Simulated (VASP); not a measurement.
# Sn (P-4m2) in VASP: single point with PBE

Aim: the single point of Sn with PBE.

Everything below comes from runs of VASP 6.6.1. Logs are shortened: lines on timing, memory, paths and dates and some standing lists are left out, and cuts for length are marked.

## 1. The cell of the first run

It takes space group P-4m2 (No. 115, tetragonal). The conventional cell has a = 4.707 Å, b = 4.707 Å, c = 6.656 Å, α = 90.00°, β = 90.00°, γ = 90.00°. Sn (site symmetry 2mm) has 4 Sn at 2.85 to 2.92 Å within 3.8 Å. Sn (site symmetry -4m2) has 4 Sn at 2.85 Å within 3.8 Å. Within 3.8 Å of Sn (site symmetry -4m2) lie 4 Sn at 2.92 Å.

## 2. Single point, PBE (atoms displaced along a vibrational mode)

INCAR reads:

```
SYSTEM = Sn
PREC = Accurate
ENCUT = 520
EDIFF = 1E-6
ISMEAR = 0
SIGMA = 0.15
LREAL = .False.
LASPH = .True.
NELM = 80
ALGO = Fast
ISIF = 2
LWAVE = .False.
LCHARG = .True.
GGA = PE
LELF = .True.
LVHAR = .True.
NBANDS = 36
```

KPOINTS reads:

```
Automatic mesh
0
Gamma
  14 14 10
  0 0 0
```

POSCAR reads:

```
Sn
1.0
    0.0000000000     -3.3281477805     -3.3281477805
    0.0000000000      3.3281477805     -3.3281477805
    6.6562955611      0.0000000000      0.0000000000
Sn
4
Direct
    0.5000000000      0.5000000000      0.0090140228
    0.0000000000      0.0000000000      0.4909859772
    1.0000000000      0.5000000000      0.2500000000
    0.5000000000      0.0000000000      0.7500000000
```

Potentials or basis: VASP PAW PBE potentials, release 64 (Sn_d).

On the command line:

```bash
> cat potpaw_PBE.64/Sn_d/POTCAR > POTCAR
> mpirun -np 1 vasp_std > vasp.out
```

OUTCAR:

```text
SYSTEM = Sn
   PREC = Accurate
   ENCUT = 520
   EDIFF = 1E-6
   ISMEAR = 0
   LREAL = .False.
   LASPH = .True.
   NELM = 80
   ISIF = 2
   GGA = PE

 ion  position               nearest neighbor table
   1  0.500  0.500  0.009-   3 2.85   3 2.85   4 2.92   4 2.92
   2  0.000  0.000  0.491-   3 2.85   3 2.85   4 2.92   4 2.92
   3  0.000  0.500  0.250-   1 2.85   2 2.85   2 2.85   1 2.85
   4  0.500  0.000  0.750-   1 2.92   2 2.92   1 2.92   2 2.92

  LATTYP: Found a simple tetragonal cell.
 ALAT       =     4.7067117288
 C/A-ratio  =     1.4142135624

  Lattice vectors:

 A1 = (   0.0000000000,  -3.3281477805,  -3.3281477805)
 A2 = (   0.0000000000,   3.3281477805,  -3.3281477805)
 A3 = (   6.6562955611,   0.0000000000,   0.0000000000)

Analysis of symmetry for initial positions (statically):
=====================================================================
 Subroutine PRICEL returns:
 Original cell was already a primitive cell.

 Routine SETGRP: Setting up the symmetry group for a
 simple tetragonal supercell.

 Subroutine GETGRP returns: Found  8 space group operations
 (whereof  4 operations were pure point group operations)
 out of a pool of 16 trial point group operations.

The static configuration has the point symmetry C_2v.
 The point group associated with its full space group is D_2d.

Analysis of symmetry for dynamics (positions and initial velocities):
=====================================================================
 Subroutine PRICEL returns:
 Original cell was already a primitive cell.

 Routine SETGRP: Setting up the symmetry group for a
 simple tetragonal supercell.

 Subroutine GETGRP returns: Found  8 space group operations
 (whereof  4 operations were pure point group operations)
 out of a pool of 16 trial point group operations.

The dynamic configuration has the point symmetry C_2v.
 The point group associated with its full space group is D_2d.

 Subroutine INISYM returns: Found  8 space group operations
 (whereof  4 operations are pure point group operations),
 and found     1 'primitive' translations

----------------------------------------------------------------------------------------

                                     Primitive cell

  volume of cell :     147.4578

  direct lattice vectors                    reciprocal lattice vectors
     0.000000000 -3.328147781 -3.328147781     0.000000000 -0.150233713 -0.150233713
     0.000000000  3.328147781 -3.328147781     0.000000000  0.150233713 -0.150233713
     6.656295561  0.000000000  0.000000000     0.150233713  0.000000000  0.000000000

  length of vectors
     4.706711729  4.706711729  6.656295561     0.212462555  0.212462555  0.150233713

  position of ions in fractional coordinates (direct lattice)
     0.500000000  0.500000000  0.009014023
     0.000000000  0.000000000  0.490985977
     0.000000000  0.500000000  0.250000000
     0.500000000  0.000000000  0.750000000

  ion indices of the primitive-cell ions
   primitive index   ion index
                 1           1
                 2           2
                 3           3
                 4           4

----------------------------------------------------------------------------------------

 KPOINTS: Automatic mesh

Automatic generation of k-mesh.
 Grid dimensions read from file:
 generate k-points for:   14   14   10

 Generating k-lattice:

  Cartesian coordinates                     Fractional coordinates (reciprocal lattice)
     0.000000000 -0.010730980 -0.010730980     0.071428571  0.000000000  0.000000000
     0.000000000  0.010730980 -0.010730980     0.000000000  0.071428571  0.000000000
     0.015023371  0.000000000  0.000000000     0.000000000  0.000000000  0.100000000

  Length of vectors
     0.015175897  0.015175897  0.015023371

  Shift w.r.t. Gamma in fractional coordinates (k-lattice)
     0.000000000  0.000000000  0.000000000

 Subroutine IBZKPT returns following result:
 ===========================================

 Found    216 irreducible k-points:

 Following reciprocal coordinates:
            Coordinates               Weight
  0.000000  0.000000  0.000000      1.000000
  0.071429  0.000000  0.000000      4.000000
  0.142857  0.000000  0.000000      4.000000
  0.214286  0.000000  0.000000      4.000000
  0.285714  0.000000  0.000000      4.000000
  0.357143  0.000000  0.000000      4.000000
[... 16 lines left out ...]
  0.285714  0.214286  0.000000      8.000000
  0.357143  0.214286  0.000000      8.000000
 [... further k-points ...]
   k-points           NKPTS =    216   k-points in BZ     NKDIM =    216   number of bands    NBANDS=     36
   number of dos      NEDOS =    301   number of ions     NIONS =      4
   total plane-waves  NPLWV =  64800
   dimension x,y,z NGX =    36 NGY =   36 NGZ =   50
   dimension x,y,z NGXF=    72 NGYF=   72 NGZF=  100
   ions per type =               4
   NGX,Y,Z   is equivalent  to a cutoff of  12.72, 12.72, 12.49 a.u.
   NGXF,Y,Z  is equivalent  to a cutoff of  25.43, 25.43, 24.98 a.u.
 SYSTEM =  Sn
   PREC   = accura    normal or accurate (medium, high low for compatibility)
   ISTART =      0    job   : 0-new  1-cont  2-samecut
   ICHARG =      2    charge: 1-file 2-atom 10-const
   ISPIN  =      1    spin polarized calculation?
   LNONCOLLINEAR =      F non collinear calculations
   LSORBIT =      F    spin-orbit coupling
   LASPH  =      T    aspherical Exc in radial PAW
   ENCUT  =  520.0 eV  38.22 Ry    6.18 a.u.   8.75  8.75 12.38*2*pi/ulx,y,z
   NELM   =     80;   NELMIN=  2; NELMDL= -5     # of ELM steps
   EDIFF  = 0.1E-05   stopping-criterion for ELM
   LREAL  =      F    real-space projection
   EDIFFG = 0.1E-04   stopping-criterion for IOM
   NSW    =      0    number of steps for IOM
   IBRION =     -1    ionic relax: 0-MD 1-quasi-New 2-CG
   NFREE  =      0    steps in history (QN), initial steepest desc. (CG)
   ISIF   =      2    stress and relaxation
   ISYM   =      2    0-nonsym 1-usesym 2-fastsym
   POTIM  = 0.5000    time-step for ionic-motion
   TEBEG  =    0.0;   TEEND  =   0.0 temperature during run
   PSTRESS=    0.0 pullay stress
   NELECT =      56.0000    total number of electrons
   NUPDOWN=      -1.0000    fix difference up-down
   EMIN   =  10.00;   EMAX   =-10.00  energy-range for DOS
   EFERMI =   0.00;   METHOD = LEGACY
   ISMEAR =     0;   SIGMA  =   0.15  broadening in eV -4-tet -1-fermi 0-gaus
   EFERMI_NEDOS =   21; number of points for ismear=-14 and -15
   IALGO  =     68    algorithm
   IMIX   =      4    mixing-type and parameters
     AMIX     =   0.40;   BMIX     =  1.00
     AMIX_MAG =   1.60;   BMIX_MAG =  1.00
  volume/ion in A,a.u.               =      36.86       248.77
  Fermi-wavevector in a.u.,A,eV,Ry     =   1.185536  2.240339 19.122943  1.405497
  Thomas-Fermi vector in A             =   2.321728
   LORBIT       =      0    0 simple, 1 ext, 2 COOP (PROOUT), +10 PAW based schemes
   GGA     = PE    functional components
   LHFCALC =     F    Hartree Fock is set to
   AEXX    =    0.0000 exact exchange contribution
   IVDW    =     0    specifies the selected vdW correction
   LEPSILON=     F    determine dielectric tensor
   LRPA    =     F    only Hartree local field effects (RPA)
 non-spin polarized calculation
 RMM-DIIS sequential band-by-band and
 Gauss-broadening in eV      SIGMA  =   0.15
  energy-cutoff  :      520.00
  volume of cell :      147.46
 maximum number of plane-waves:      4024
 NGX is ok and might be reduce to    36
   NGX = 17   NGY = 17   NGZ = 25

 number of electron      55.9999987 magnetization

 Free energy of the ion-electron system (eV)
  ---------------------------------------------------
  ext. energy  EPLUGINS =         0.00000000
  ---------------------------------------------------
  free energy    TOTEN  =       -15.35704206 eV

  energy without entropy =      -15.35312905  energy(sigma->0) =      -15.35508556

 E-fermi :   4.8757     XC(G=0):  -8.5471

 val. band max:        4.8642163311   @ k =   0.1429   0.0000   0.0000
 cond. band min:       4.8895079922   @ k =   0.4286   0.0000   0.5000
 fundamental gap:      0.0252916611
 Fermi energy:         4.8757493465

 k-point     1 :       0.0000    0.0000    0.0000
  band No.  band energies     occupation
      1     -16.7576      2.00000
      2     -16.7576      2.00000
      3     -16.7153      2.00000
      4     -16.6652      2.00000
      5     -16.6619      2.00000
      6     -16.6619      2.00000
[... 28 lines left out ...]
     35       9.8302      0.00000
     36      12.1087      0.00000

 k-point     2 :       0.0714    0.0000    0.0000
  band No.  band energies     occupation
      1     -16.7607      2.00000
      2     -16.7579      2.00000
      3     -16.7157      2.00000
      4     -16.6701      2.00000
      5     -16.6625      2.00000
      6     -16.6613      2.00000
[... 28 lines left out ...]
     35      10.0020      0.00000
     36      11.8426      0.00000

 k-point     3 :       0.1429    0.0000    0.0000
  band No.  band energies     occupation
      1     -16.7673      2.00000
      2     -16.7589      2.00000
      3     -16.7176      2.00000
      4     -16.6792      2.00000
      5     -16.6614      2.00000
      6     -16.6540      2.00000
[... 28 lines left out ...]
     35      10.4547      0.00000
     36      11.2319      0.00000
[... 742 lines left out ...]
 k-point    23 :       0.2857    0.2143    0.0000
  band No.  band energies     occupation
      1     -16.7809      2.00000
      2     -16.7692      2.00000
      3     -16.7324      2.00000
      4     -16.6845      2.00000
      5     -16.6707      2.00000
      6     -16.6169      2.00000
[... 28 lines left out ...]
     35       9.3288      0.00000
     36       9.4741      0.00000

 k-point    24 :       0.3571    0.2143    0.0000
  band No.  band energies     occupation
      1     -16.7820      2.00000
      2     -16.7674      2.00000
      3     -16.7393      2.00000
      4     -16.6885      2.00000
      5     -16.6618      2.00000
      6     -16.6109      2.00000
[... 28 lines left out ...]
     35       9.8420      0.00000
     36      10.0782      0.00000

 [... further k-points ...]

------------------------ aborting loop because EDIFF is reached ----------------------------------------

  FORCE on cell =-STRESS in cart. coord.  units (eV):
  Direction    XX          YY          ZZ          XY          YZ          ZX
  --------------------------------------------------------------------------------------
  -------------------------------------------------------------------------------------
  Total       -0.0465120      0.0286859      0.0286859      0.0000000      0.0000000      0.0000000
  in kB       -0.5053676      0.3116818      0.3116818      0.0000000      0.0000000      0.0000000
  external PRESSURE =       0.0393320 kB  Pullay stress =       0.0000000 kB

 VOLUME and BASIS-vectors are now :
 -----------------------------------------------------------------------------
  energy-cutoff  :      520.00
  volume of cell :      147.46
      direct lattice vectors                 reciprocal lattice vectors
     0.000000000 -3.328147781 -3.328147781     0.000000000 -0.150233713 -0.150233713
     0.000000000  3.328147781 -3.328147781     0.000000000  0.150233713 -0.150233713
     6.656295561  0.000000000  0.000000000     0.150233713  0.000000000  0.000000000

 POSITION                                       TOTAL-FORCE (eV/Angst)
 -----------------------------------------------------------------------------------
      0.06000      0.00000     -3.32815        -0.515142      0.000000      0.000000
      3.26815      0.00000      0.00000         0.515142     -0.000000     -0.000000
      1.66407      1.66407     -1.66407        -0.000000      0.000000      0.000000
      4.99222     -1.66407     -1.66407         0.000000      0.000000      0.000000
 -----------------------------------------------------------------------------------
    total drift:                               -0.000000      0.000000     -0.000000

  FREE ENERGIE OF THE ION-ELECTRON SYSTEM (eV)
  ---------------------------------------------------
  free  energy   TOTEN  =       -15.3570420613 eV

  energy  without entropy=      -15.3531290490  energy(sigma->0) =      -15.35508556
```

Wall time 10 min (1 thread of AMD EPYC 9R45 (Zen 5), shared host); peak memory 0.79 GiB.

What came out:

| Item | Value |
| --- | --- |
| Free energy | -15.3570 eV |
| Pressure | 0.0 GPa |
| Largest force | 0.515 eV/Å |
| Band gap on the k mesh | zero (bands 28 and 29 overlap by 0.28 eV) |

Forces on the atoms (eV/Å):
```
Sn  -0.515  0.000  0.000
Sn   0.515  0.000  0.000
Sn   0.000  0.000  0.000
Sn   0.000  0.000  0.000
```

Stress tensor (GPa, compression positive):
```
-0.05  0.00  0.00
 0.00  0.03  0.00
 0.00  0.00  0.03
```

Caveat: the cell differs from its parent crystal (atoms displaced along a vibrational mode); spin-orbit coupling is left out, which moves the levels of the heavy elements.

The gap in the log of VASP goes by the Fermi energy; the results here count the filled bands.